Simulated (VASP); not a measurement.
# Te2Mo (P6_3/mmc) in VASP: notebook

Te2Mo is run at these levels: PBE; tasks: single point, relaxation of cell and atoms.

Program: VASP 6.6.1. These are calculated values, not measurements. Logs are shortened: lines on timing, memory, paths and dates and some standing lists are left out, and cuts for length are marked.

## Step 1: The cell of the first run

It takes space group P6_3/mmc (No. 194, hexagonal). Conventional cell: a = 3.477 Å, b = 3.477 Å, c = 13.705 Å, α = 90.00°, β = 90.00°, γ = 120.00°. Within 3.6 Å of Te (site symmetry 3m) lie 3 Mo at 2.67 Å and 7 Te at 3.48 to 3.54 Å. Mo (site symmetry -6m2) has 6 Te at 2.67 Å and 6 Mo at 3.48 Å within 3.5 Å.

The cell was built from a structure type or drawn by symmetry, and may not be a known phase.

## Step 2: Single point, PBE

INCAR reads:

```
PREC     = Accurate       # precision mode
ENCUT    = 520            # plane-wave cutoff, eV
EDIFF    = 1E-6           # SCF threshold, eV
ISMEAR   = 0              # smearing method
SIGMA    = 0.1            # smearing width, eV
LREAL    = False          # projectors in reciprocal space
LASPH    = True           # aspherical terms in the spheres
NELM     = 80             # most SCF steps
ALGO     = Normal         # electronic algorithm
ISIF     = 2              # what is computed and relaxed
LWAVE    = False          # write WAVECAR
LCHARG   = True           # write CHGCAR
GGA      = PE             # functional
LELF     = True           # ELF
LVHAR    = True         
NBANDS   = 35             # bands
```

KPOINTS reads:

```
regular mesh
0
Gamma
  6 6 2
```

POSCAR reads:

```
Te2Mo
1.0
    3.4765105100      0.0000000000      0.0000000000
   -1.7382552600      3.0107464200      0.0000000000
    0.0000000000      0.0000000000     13.7052712500
Te Mo
4 2
Direct
    0.3333333300      0.6666666700      0.6209999900
    0.6666666700      0.3333333300      0.1209999900
    0.3333333300      0.6666666700      0.8790000100
    0.6666666700      0.3333333300      0.3790000100
    0.3333333300      0.6666666700      0.2500000000
    0.6666666700      0.3333333300      0.7500000000
```

Potentials or basis: VASP PAW PBE potentials, release 64 (Te, Mo_sv).

The run is started by

```bash
$ cat potpaw_PBE.64/Te/POTCAR potpaw_PBE.64/Mo_sv/POTCAR > POTCAR
$ mpirun -np 1 vasp_std > vasp.out
```

OUTCAR:

```text
PREC = Accurate
   ENCUT = 520
   EDIFF = 1E-6
   ISMEAR = 0
   LREAL = False
   LASPH = True
   NELM = 80
   ISIF = 2
   GGA = PE

 ion  position               nearest neighbor table
   1  0.333  0.667  0.621-   6 2.67   6 2.67   6 2.67   3 3.54
   2  0.667  0.333  0.121-   5 2.67   5 2.67   5 2.67   4 3.54
   3  0.333  0.667  0.879-   6 2.67   6 2.67   6 2.67   1 3.54
   4  0.667  0.333  0.379-   5 2.67   5 2.67   5 2.67   2 3.54
   5  0.333  0.667  0.250-   2 2.67   4 2.67   2 2.67   4 2.67   2 2.67   4 2.67
   6  0.667  0.333  0.750-   1 2.67   3 2.67   1 2.67   3 2.67   1 2.67   3 2.67

  LATTYP: Found a hexagonal cell.
 ALAT       =     3.4765105100
 C/A-ratio  =     3.9422493361

  Lattice vectors:

 A1 = (   3.4765105100,   0.0000000000,   0.0000000000)
 A2 = (  -1.7382552600,   3.0107464200,   0.0000000000)
 A3 = (   0.0000000000,   0.0000000000,  13.7052712500)

Analysis of symmetry for initial positions (statically):
=====================================================================
 Subroutine PRICEL returns:
 Original cell was already a primitive cell.

 Routine SETGRP: Setting up the symmetry group for a
 hexagonal supercell.

 Subroutine GETGRP returns: Found 24 space group operations
 (whereof 12 operations were pure point group operations)
 out of a pool of 24 trial point group operations.

The static configuration has the point symmetry D_3d.
 The point group associated with its full space group is D_6h.

Analysis of symmetry for dynamics (positions and initial velocities):
=====================================================================
 Subroutine PRICEL returns:
 Original cell was already a primitive cell.

 Routine SETGRP: Setting up the symmetry group for a
 hexagonal supercell.

 Subroutine GETGRP returns: Found 24 space group operations
 (whereof 12 operations were pure point group operations)
 out of a pool of 24 trial point group operations.

The dynamic configuration has the point symmetry D_3d.
 The point group associated with its full space group is D_6h.

 Subroutine INISYM returns: Found 24 space group operations
 (whereof 12 operations are pure point group operations),
 and found     1 'primitive' translations

----------------------------------------------------------------------------------------

                                     Primitive cell

  volume of cell :     143.4516

  direct lattice vectors                    reciprocal lattice vectors
     3.476510510  0.000000000  0.000000000     0.287644751  0.166071775  0.000000000
    -1.738255260  3.010746420  0.000000000     0.000000000  0.332143549  0.000000000
     0.000000000  0.000000000 13.705271250     0.000000000  0.000000000  0.072964627

  length of vectors
     3.476510510  3.476510514 13.705271250     0.332143549  0.332143549  0.072964627

  position of ions in fractional coordinates (direct lattice)
     0.333333330  0.666666670  0.620999990
     0.666666670  0.333333330  0.120999990
     0.333333330  0.666666670  0.879000010
     0.666666670  0.333333330  0.379000010
     0.333333330  0.666666670  0.250000000
     0.666666670  0.333333330  0.750000000

  ion indices of the primitive-cell ions
   primitive index   ion index
                 1           1
                 2           2
                 3           3
                 4           4
                 5           5
                 6           6

----------------------------------------------------------------------------------------

 KPOINTS: regular mesh

Automatic generation of k-mesh.
 Grid dimensions read from file:
 generate k-points for:    6    6    2

 Generating k-lattice:

  Cartesian coordinates                     Fractional coordinates (reciprocal lattice)
     0.047940792  0.027678629  0.000000000     0.166666667  0.000000000  0.000000000
     0.000000000  0.055357258  0.000000000     0.000000000  0.166666667  0.000000000
     0.000000000  0.000000000  0.036482313     0.000000000  0.000000000  0.500000000

  Length of vectors
     0.055357258  0.055357258  0.036482313

  Shift w.r.t. Gamma in fractional coordinates (k-lattice)
     0.000000000  0.000000000  0.000000000

 Subroutine IBZKPT returns following result:
 ===========================================

 Found     14 irreducible k-points:

 Following reciprocal coordinates:
            Coordinates               Weight
  0.000000  0.000000  0.000000      1.000000
  0.166667  0.000000  0.000000      6.000000
  0.333333  0.000000  0.000000      6.000000
  0.500000  0.000000  0.000000      3.000000
  0.166667  0.166667  0.000000      6.000000
  0.333333  0.166667  0.000000     12.000000
  0.333333  0.333333  0.000000      2.000000
  0.000000  0.000000  0.500000      1.000000
  0.166667  0.000000  0.500000      6.000000
  0.333333  0.000000  0.500000      6.000000
  0.500000  0.000000  0.500000      3.000000
  0.166667  0.166667  0.500000      6.000000
  0.333333  0.166667  0.500000     12.000000
  0.333333  0.333333  0.500000      2.000000
   k-points           NKPTS =     14   k-points in BZ     NKDIM =     14   number of bands    NBANDS=     35
   number of dos      NEDOS =    301   number of ions     NIONS =      6
   total plane-waves  NPLWV =  84672
   dimension x,y,z NGX =    28 NGY =   28 NGZ =  108
   dimension x,y,z NGXF=    56 NGYF=   56 NGZF=  216
   ions per type =               4   2
   NGX,Y,Z   is equivalent  to a cutoff of  13.39, 13.39, 13.10 a.u.
   NGXF,Y,Z  is equivalent  to a cutoff of  26.78, 26.78, 26.20 a.u.
 SYSTEM =  unknown system
   PREC   = accura    normal or accurate (medium, high low for compatibility)
   ISTART =      0    job   : 0-new  1-cont  2-samecut
   ICHARG =      2    charge: 1-file 2-atom 10-const
   ISPIN  =      1    spin polarized calculation?
   LNONCOLLINEAR =      F non collinear calculations
   LSORBIT =      F    spin-orbit coupling
   LASPH  =      T    aspherical Exc in radial PAW
   ENCUT  =  520.0 eV  38.22 Ry    6.18 a.u.   6.46  6.46 25.48*2*pi/ulx,y,z
   NELM   =     80;   NELMIN=  2; NELMDL= -5     # of ELM steps
   EDIFF  = 0.1E-05   stopping-criterion for ELM
   LREAL  =      F    real-space projection
   EDIFFG = 0.1E-04   stopping-criterion for IOM
   NSW    =      0    number of steps for IOM
   IBRION =     -1    ionic relax: 0-MD 1-quasi-New 2-CG
   NFREE  =      0    steps in history (QN), initial steepest desc. (CG)
   ISIF   =      2    stress and relaxation
   ISYM   =      2    0-nonsym 1-usesym 2-fastsym
   POTIM  = 0.5000    time-step for ionic-motion
   TEBEG  =    0.0;   TEEND  =   0.0 temperature during run
   PSTRESS=    0.0 pullay stress
   NELECT =      52.0000    total number of electrons
   NUPDOWN=      -1.0000    fix difference up-down
   EMIN   =  10.00;   EMAX   =-10.00  energy-range for DOS
   EFERMI =   0.00;   METHOD = LEGACY
   ISMEAR =     0;   SIGMA  =   0.10  broadening in eV -4-tet -1-fermi 0-gaus
   EFERMI_NEDOS =   21; number of points for ismear=-14 and -15
   IALGO  =     38    algorithm
   IMIX   =      4    mixing-type and parameters
     AMIX     =   0.40;   BMIX     =  1.00
     AMIX_MAG =   1.60;   BMIX_MAG =  1.00
  volume/ion in A,a.u.               =      23.91       161.34
  Fermi-wavevector in a.u.,A,eV,Ry     =   1.167278  2.205835 18.538442  1.362537
  Thomas-Fermi vector in A             =   2.303780
   LORBIT       =      0    0 simple, 1 ext, 2 COOP (PROOUT), +10 PAW based schemes
   GGA     = PE    functional components
   LHFCALC =     F    Hartree Fock is set to
   AEXX    =    0.0000 exact exchange contribution
   IVDW    =     0    specifies the selected vdW correction
   LEPSILON=     F    determine dielectric tensor
   LRPA    =     F    only Hartree local field effects (RPA)
 non-spin polarized calculation
 Gauss-broadening in eV      SIGMA  =   0.10
  energy-cutoff  :      520.00
  volume of cell :      143.45
 maximum number of plane-waves:      3892
 NGX is ok and might be reduce to    28
   NGX = 13   NGY = 13   NGZ = 51

 number of electron      52.0000000 magnetization

 Free energy of the ion-electron system (eV)
  ---------------------------------------------------
  ext. energy  EPLUGINS =         0.00000000
  ---------------------------------------------------
  free energy    TOTEN  =       -35.76220820 eV

  energy without entropy =      -35.76220820  energy(sigma->0) =      -35.76220820

 E-fermi :   9.1828     XC(G=0): -10.6495

 val. band max:        8.8011464791   @ k =   0.0000   0.0000   0.0000
 cond. band min:       9.5869572576   @ k =   0.1667   0.1667   0.0000
 fundamental gap:      0.7858107785
 Fermi energy:         9.1828396344

 k-point     1 :       0.0000    0.0000    0.0000
  band No.  band energies     occupation
      1     -52.0452      2.00000
      2     -52.0452      2.00000
      3     -26.2486      2.00000
      4     -26.2486      2.00000
      5     -26.1008      2.00000
      6     -26.1008      2.00000
[... 27 lines left out ...]
     34      12.3468      0.00000
     35      14.7125      0.00000

 k-point     2 :       0.1667    0.0000    0.0000
  band No.  band energies     occupation
      1     -52.0422      2.00000
      2     -52.0422      2.00000
      3     -26.2397      2.00000
      4     -26.2397      2.00000
      5     -26.1396      2.00000
      6     -26.1396      2.00000
[... 27 lines left out ...]
     34      12.3193      0.00000
     35      15.3556      0.00000

 k-point     3 :       0.3333    0.0000    0.0000
  band No.  band energies     occupation
      1     -52.0361      2.00000
      2     -52.0361      2.00000
      3     -26.2218      2.00000
      4     -26.2218      2.00000
      5     -26.2163      2.00000
      6     -26.2163      2.00000
[... 27 lines left out ...]
     34      12.7352      0.00000
     35      13.8406      0.00000

 k-point     4 :       0.5000    0.0000    0.0000
  band No.  band energies     occupation
      1     -52.0331      2.00000
      2     -52.0331      2.00000
      3     -26.2542      2.00000
      4     -26.2542      2.00000
      5     -26.2128      2.00000
      6     -26.2128      2.00000
[... 27 lines left out ...]
     34      12.8525      0.00000
     35      12.9713      0.00000

 k-point     5 :       0.1667    0.1667    0.0000
  band No.  band energies     occupation
      1     -52.0376      2.00000
      2     -52.0376      2.00000
      3     -26.2263      2.00000
      4     -26.2263      2.00000
      5     -26.1901      2.00000
      6     -26.1901      2.00000
[... 258 lines left out ...]
 k-point    12 :       0.1667    0.1667    0.5000
  band No.  band energies     occupation
      1     -52.0376      2.00000
      2     -52.0376      2.00000
      3     -26.2263      2.00000
      4     -26.2263      2.00000
      5     -26.1901      2.00000
      6     -26.1901      2.00000
[... 27 lines left out ...]
     34      12.3457      0.00000
     35      15.5336      0.00000

 k-point    13 :       0.3333    0.1667    0.5000
  band No.  band energies     occupation
      1     -52.0331      2.00000
      2     -52.0331      2.00000
      3     -26.2351      2.00000
      4     -26.2351      2.00000
      5     -26.2128      2.00000
      6     -26.2128      2.00000
[... 27 lines left out ...]
     34      12.4042      0.00000
     35      13.8863      0.00000

 k-point    14 :       0.3333    0.3333    0.5000
  band No.  band energies     occupation
      1     -52.0316      2.00000
      2     -52.0316      2.00000
      3     -26.2181      2.00000
      4     -26.2181      2.00000
      5     -26.2084      2.00000
      6     -26.2084      2.00000
[... 27 lines left out ...]
     34      12.5439      0.00000
     35      13.7772      0.00000

------------------------ aborting loop because EDIFF is reached ----------------------------------------

  FORCE on cell =-STRESS in cart. coord.  units (eV):
  Direction    XX          YY          ZZ          XY          YZ          ZX
  --------------------------------------------------------------------------------------
  -------------------------------------------------------------------------------------
  Total        6.4474750      6.4474750      8.9813309     -0.0000000     -0.0000000      0.0000000
  in kB       72.0103445     72.0103445    100.3103898     -0.0000001     -0.0000000      0.0000000
  external PRESSURE =      81.4436929 kB  Pullay stress =       0.0000000 kB

 VOLUME and BASIS-vectors are now :
 -----------------------------------------------------------------------------
  energy-cutoff  :      520.00
  volume of cell :      143.45
      direct lattice vectors                 reciprocal lattice vectors
     3.476510510  0.000000000  0.000000000     0.287644751  0.166071775  0.000000000
    -1.738255260  3.010746420  0.000000000     0.000000000  0.332143549  0.000000000
     0.000000000  0.000000000 13.705271250     0.000000000  0.000000000  0.072964627

 POSITION                                       TOTAL-FORCE (eV/Angst)
 -----------------------------------------------------------------------------------
     -0.00000      2.00716      8.51097        -0.000000      0.000000     -0.917802
      1.73826      1.00358      1.65834        -0.000000     -0.000000     -0.917802
     -0.00000      2.00716     12.04693        -0.000000      0.000000      0.917802
      1.73826      1.00358      5.19430        -0.000000     -0.000000      0.917802
     -0.00000      2.00716      3.42632         0.000000     -0.000000      0.000000
      1.73826      1.00358     10.27895        -0.000000      0.000000      0.000000
 -----------------------------------------------------------------------------------
    total drift:                               -0.000014      0.000008     -0.000000

  FREE ENERGIE OF THE ION-ELECTRON SYSTEM (eV)
  ---------------------------------------------------
  free  energy   TOTEN  =       -35.7622081966 eV

  energy  without entropy=      -35.7622081959  energy(sigma->0) =      -35.76220820
```

Run time: 54 s. Hardware: 1 thread of AMD EPYC 9R45 (Zen 5), shared host; peak memory 0.26 GiB.

What came out:

| Quantity | Value |
| --- | --- |
| Free energy | -35.7622 eV |
| Pressure | 8.1 GPa |
| Largest force | 0.918 eV/Å |
| Band gap on the k mesh | 0.79 eV (least direct gap 1.07 eV) |

Forces on the atoms (eV/Å):
```
Te   0.000  0.000 -0.918
Te   0.000  0.000 -0.918
Te   0.000  0.000  0.918
Te   0.000  0.000  0.918
Mo   0.000  0.000  0.000
Mo   0.000  0.000  0.000
```

Caveat: the cell stands under pressure; spin-orbit coupling is left out, which moves the levels of the heavy elements; this functional lacks dispersion, which binds the layers, so the pressure and a relaxed spacing across them are unreliable. A k mesh can miss the band edges.

## Step 3: Single point, PBE

This run uses another cell than the first one, of 27.48 Å³/atom.

INCAR reads:

```
PREC     = Accurate       # precision mode
ENCUT    = 520            # plane-wave cutoff, eV
EDIFF    = 1E-6           # SCF threshold, eV
ISMEAR   = 0              # smearing method
SIGMA    = 0.1            # smearing width, eV
LREAL    = F              # projectors in reciprocal space
LASPH    = T              # aspherical terms in the spheres
NELM     = 60             # most SCF steps
ALGO     = Normal         # electronic algorithm
ISIF     = 2              # what is computed and relaxed
LWAVE    = F              # write WAVECAR
LCHARG   = F              # write CHGCAR
GGA      = PE             # functional
NBANDS   = 35             # bands
```

KPOINTS reads:

```
Automatic mesh
0
Gamma
  6 6 2
```

POSCAR reads:

```
Te2Mo
1.0
    3.5563018822      0.0000000030      0.0000000000
   -1.7781509436      3.0798477720      0.0000000000
    0.0000000000      0.0000000000     15.0548581645
Te Mo
4 2
Direct
    0.3333333333      0.6666666667      0.6298854929
    0.6666666667      0.3333333333      0.1298854929
    0.3333333333      0.6666666667      0.8701145071
    0.6666666667      0.3333333333      0.3701145071
    0.3333333333      0.6666666667      0.2500000000
    0.6666666667      0.3333333333      0.7500000000
```

Potentials or basis: VASP PAW PBE potentials, release 64 (Te, Mo_sv).

The run is started by

```bash
$ cat potpaw_PBE.64/Te/POTCAR potpaw_PBE.64/Mo_sv/POTCAR > POTCAR
$ mpirun -np 1 vasp_std > vasp.out
```

Run time: 55 s. Hardware: 1 thread of AMD EPYC 9R45 (Zen 5), shared host; peak memory 0.28 GiB.

It converged, with:

| Item | Value |
| --- | --- |
| Free energy | -36.0717 eV |
| Pressure | 0.1 GPa |
| Largest force | 0.011 eV/Å |
| Band gap on the k mesh | 1.02 eV |

Forces in eV/Å, atoms in the order of the input:
```
Te   0.000  0.000 -0.011
Te   0.000  0.000 -0.011
Te   0.000  0.000  0.011
Te   0.000  0.000  0.011
Mo   0.000  0.000  0.000
Mo   0.000  0.000  0.000
```

Stress tensor (GPa, compression positive):
```
0.02 0.00 0.00
0.00 0.02 0.00
0.00 0.00 0.17
```

Levels at points of the mesh, in eV from the valence-band top:
```tsv
k point	band 23	band 24	band 25	band 26	band 27	band 28	band 29	band 30
(0.00, 0.00, 0.00)	-0.92	-0.81	-0.79	-0.09	2.96	2.96	3.01	3.01
(0.50, 0.00, 0.00)	-0.80	-0.79	-0.43	-0.32	1.33	1.36	1.58	1.76
(0.00, 0.00, 0.50)	-0.93	-0.93	-0.23	-0.23	2.98	2.98	2.98	2.98
(0.50, 0.00, 0.50)	-0.79	-0.79	-0.37	-0.37	1.34	1.34	1.68	1.68
```

Caveat: spin-orbit coupling is left out, which moves the levels of the heavy elements; this functional lacks dispersion, which binds the layers, so the pressure and a relaxed spacing across them are unreliable.

[end of part 1 of 2]
